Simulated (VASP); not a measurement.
# Br (Fd-3m) in VASP: vibrations by perturbation theory with PBE

Aim: the vibrations by perturbation theory of Br with PBE.

Everything below comes from runs of VASP 6.6.1. Logs are shortened: lines on timing, memory, paths and dates and some standing lists are left out, and cuts for length are marked.

### Step 1. The cell of the first run

The structure is cubic, space group Fd-3m (No. 227). The conventional cell has a = 7.011 Å, b = 7.011 Å, c = 7.011 Å, α = 90.00°, β = 90.00°, γ = 90.00°. Br (site symmetry -43m) has 4 Br at 3.04 Å within 4.0 Å.

### Step 2. Vibrations by perturbation theory, PBE

INCAR

```
SYSTEM = Br
PREC = Accurate ; ENCUT = 500
EDIFF = 1E-8 ; ISMEAR = -1
SIGMA = 0.1 ; LREAL = .FALSE.
LASPH = .TRUE. ; NELM = 120
ALGO = Normal ; ISIF = 2
LWAVE = .FALSE. ; LCHARG = .FALSE.
GGA = PE ; IBRION = 8
NSW = 1 ; GGA_COMPAT = .FALSE.
```

KPOINTS

```
Automatic mesh
0
G
  4 4 4
  0 0 0
```

POSCAR

```
Br
1.0
    0.0000000000      3.5055100000      3.5055100000
    3.5055100000      0.0000000000      3.5055100000
    3.5055100000      3.5055100000      0.0000000000
Br
2
Direct
    0.0000000000      0.0000000000      0.0000000000
    0.2500000000      0.2500000000      0.2500000000
```

Potentials or basis: VASP PAW PBE potentials, release 64 (Br).

On the command line:

```
$ cat potpaw_PBE.64/Br/POTCAR > POTCAR
$ mpirun -np 1 vasp_std > vasp.out
```

OUTCAR:

```text
SYSTEM = Br
   PREC = Accurate
   ENCUT = 500
   EDIFF = 1E-8
   ISMEAR = -1
   LREAL = .FALSE.
   LASPH = .TRUE.
   NELM = 120
   ISIF = 2
   GGA = PE
   IBRION = 8
   NSW = 1

 ion  position               nearest neighbor table
   1  0.000  0.000  0.000-
   2  0.250  0.250  0.250-

  LATTYP: Found a face centered cubic cell.
 ALAT       =     7.0110200000

  Lattice vectors:

 A1 = (   0.0000000000,   3.5055100000,   3.5055100000)
 A2 = (   3.5055100000,   0.0000000000,   3.5055100000)
 A3 = (   3.5055100000,   3.5055100000,   0.0000000000)

Analysis of symmetry for initial positions (statically):
=====================================================================
 Subroutine PRICEL returns:
 Original cell was already a primitive cell.

 Routine SETGRP: Setting up the symmetry group for a
 face centered cubic supercell.

 Subroutine GETGRP returns: Found 48 space group operations
 (whereof 24 operations were pure point group operations)
 out of a pool of 48 trial point group operations.

The static configuration has the point symmetry T_d .
 The point group associated with its full space group is O_h .

Analysis of symmetry for dynamics (positions and initial velocities):
=====================================================================
 Subroutine PRICEL returns:
 Original cell was already a primitive cell.

 Routine SETGRP: Setting up the symmetry group for a
 face centered cubic supercell.

 Subroutine GETGRP returns: Found 48 space group operations
 (whereof 24 operations were pure point group operations)
 out of a pool of 48 trial point group operations.

The dynamic configuration has the point symmetry T_d .
 The point group associated with its full space group is O_h .

 Subroutine INISYM returns: Found 48 space group operations
 (whereof 24 operations are pure point group operations),
 and found     1 'primitive' translations

[... 251 lines left out ...]
  Total        0.0631776      0.0631776      0.0631776     -0.0000000      0.0000000     -0.0000000
  in kB        1.1748702      1.1748702      1.1748702     -0.0000000      0.0000000     -0.0000000
  external PRESSURE =       1.1748702 kB  Pullay stress =       0.0000000 kB

 VOLUME and BASIS-vectors are now :
 -----------------------------------------------------------------------------
  energy-cutoff  :      500.00
  volume of cell :       86.16
      direct lattice vectors                 reciprocal lattice vectors
     0.000000000  3.505510000  3.505510000    -0.142632598  0.142632598  0.142632598
     3.505510000  0.000000000  3.505510000     0.142632598 -0.142632598  0.142632598
     3.505510000  3.505510000  0.000000000     0.142632598  0.142632598 -0.142632598

 POSITION                                       TOTAL-FORCE (eV/Angst)
 -----------------------------------------------------------------------------------
      0.00000      0.00000      0.00000        -0.000000     -0.000000     -0.000000
      1.75276      1.75276      1.75276         0.000000      0.000000      0.000000
 -----------------------------------------------------------------------------------
    total drift:                                0.000000      0.000000      0.000000

  FREE ENERGIE OF THE ION-ELECTRON SYSTEM (eV)
  ---------------------------------------------------
  free  energy   TOTEN  =        -2.0910398064 eV

  energy  without entropy=       -1.9417361991  energy(sigma->0) =       -2.01638800

[... ionic steps 2 to 3 ...]

--------------------------------------- Ionic step        4  -------------------------------------------

 Free energy of the ion-electron system (eV)
  ---------------------------------------------------
  ---------------------------------------------------
  free energy    TOTEN  =        -0.14251207 eV

  energy without entropy =       -0.14251207

------------------------ aborting loop because EDIFF is reached ----------------------------------------

 INTERNAL STRAIN TENSOR  FOR ION    1  DIRECTION 1   (eV/Angst):
 -----------------------------------------------------------------------------
    -0.01294  0.00000  0.00000
     0.00000  0.00558 -2.76921
     0.00000 -2.76921  0.00558

 INTERNAL STRAIN TENSOR FOR ION    2 for displacements in x,y,z  (eV/Angst):
          X           Y           Z          XY          YZ          ZX
  --------------------------------------------------------------------------------
  x     0.00000     0.00000     0.00000     0.00000     2.76921     0.00000
  y     0.00000     0.00000     0.00000    -0.00000     0.00000     2.76921
  z     0.00000     0.00000     0.00000     2.76921     0.00000     0.00000

 SECOND DERIVATIVES (NOT SYMMETRIZED)
 ------------------------------------
               1X          1Y          1Z          2X          2Y          2Z
  1X     4.041130    0.000000    0.000000   -4.041130    0.000000    0.000000
  1Y     0.000000    4.041130    0.000000    0.000000   -4.041130    0.000000
  1Z     0.000000    0.000000    4.041130    0.000000    0.000000   -4.041130
  2X    -4.041130    0.000000    0.000000    4.041130    0.000000    0.000000
  2Y     0.000000   -4.041130    0.000000    0.000000    4.041130    0.000000
  2Z     0.000000    0.000000   -4.041130    0.000000    0.000000    4.041130

 Eigenvectors and eigenvalues of the dynamical matrix
 ----------------------------------------------------

   1 f  =    0.000000 THz     0.000000 2PiTHz    0.000000 cm-1     0.000000 meV
             X         Y         Z           dx          dy          dz
      0.000000  0.000000  0.000000     0.000000   -0.707107    0.000000
      1.752755  1.752755  1.752755     0.000000   -0.707107    0.000000
[... 21 lines left out ...]
   6 f/i=    4.972020 THz    31.240122 2PiTHz  165.848731 cm-1    20.562613 meV
             X         Y         Z           dx          dy          dz
      0.000000  0.000000  0.000000    -0.707107    0.000000    0.000000
      1.752755  1.752755  1.752755     0.707107    0.000000    0.000000

--------------------------------------------------------------------------------------------------------

 ELASTIC MODULI CONTR FROM IONIC RELAXATION (kBar)
 Direction    XX          YY          ZZ          XY          YZ          ZX
 --------------------------------------------------------------------------------
 XX           0.0000      0.0000      0.0000      0.0000      0.0000      0.0000
 YY           0.0000      0.0000      0.0000      0.0000      0.0000      0.0000
 ZZ           0.0000      0.0000      0.0000      0.0000      0.0000      0.0000
 XY           0.0000      0.0000      0.0000      0.0000      0.0000      0.0000
 YZ           0.0000      0.0000      0.0000      0.0000      0.0000      0.0000
 ZX           0.0000      0.0000      0.0000      0.0000      0.0000      0.0000
 --------------------------------------------------------------------------------
```

OSZICAR:

```text
N       E                     dE             d eps       ncg     rms          rms(c)
DAV:   1     0.760169369901E+02    0.76017E+02   -0.52975E+03   176   0.986E+02
DAV:   2     0.316869606811E+01   -0.72848E+02   -0.71256E+02   291   0.164E+02
DAV:   3    -0.203321108612E+01   -0.52019E+01   -0.50955E+01   209   0.499E+01
[... 23 lines left out ...]
RMM:   6    -0.142509922759E+00   -0.69198E-05    0.23447E-07   705   0.153E-03    0.520E-04
RMM:   7    -0.142511391259E+00   -0.14685E-05    0.11513E-07   654   0.863E-04    0.832E-05
RMM:   8    -0.142512168590E+00   -0.77733E-06   -0.17815E-08   713   0.173E-04    0.292E-05
RMM:   9    -0.142512114337E+00    0.54253E-07   -0.30475E-08   704   0.654E-05    0.770E-06
RMM:  10    -0.142512067246E+00    0.47091E-07    0.16413E-09   716   0.195E-05    0.367E-06
RMM:  11    -0.142512068922E+00   -0.16758E-08    0.62295E-10   642   0.694E-06    0.732E-07
 Linear response finished
```

stdout:

```text
POSCAR found type information on POSCAR Br
 POSCAR found :  1 types and       2 ions
 scaLAPACK will be used
 LDA part: xc-table for (Slater+PW92), standard interpolation
 POSCAR, INCAR and KPOINTS ok, starting setup
 FFT: planning ... GRIDC
 FFT: planning ... GRID_SOFT
 FFT: planning ... GRID
 WAVECAR not read
 entering main loop
 Linear response reoptimize wavefunctions to high precision
 Linear response DOF=           1
 Linear response progress:
 first order change of Fermi-energy   0.15215E-05
 force on displaced ion       1 direction 1 :   4.041   0.000   0.000
 Linear response finished
```

Wall time 76 s (1 thread of Intel Xeon 8259CL, shared host); peak memory 0.23 GiB.

Results:

```
Highest phonon frequency at Γ : 0 cm⁻¹
Most unstable mode            : 166i cm⁻¹
```

Phonon frequencies in cm⁻¹ (negative: imaginary):
| q point | frequencies |
| --- | --- |
| (0.000, 0.000, 0.000) | -166 -166 -166 0 0 0 |

Caveat: the k points lie up to 0.39 Å⁻¹ apart; some modes are imaginary.
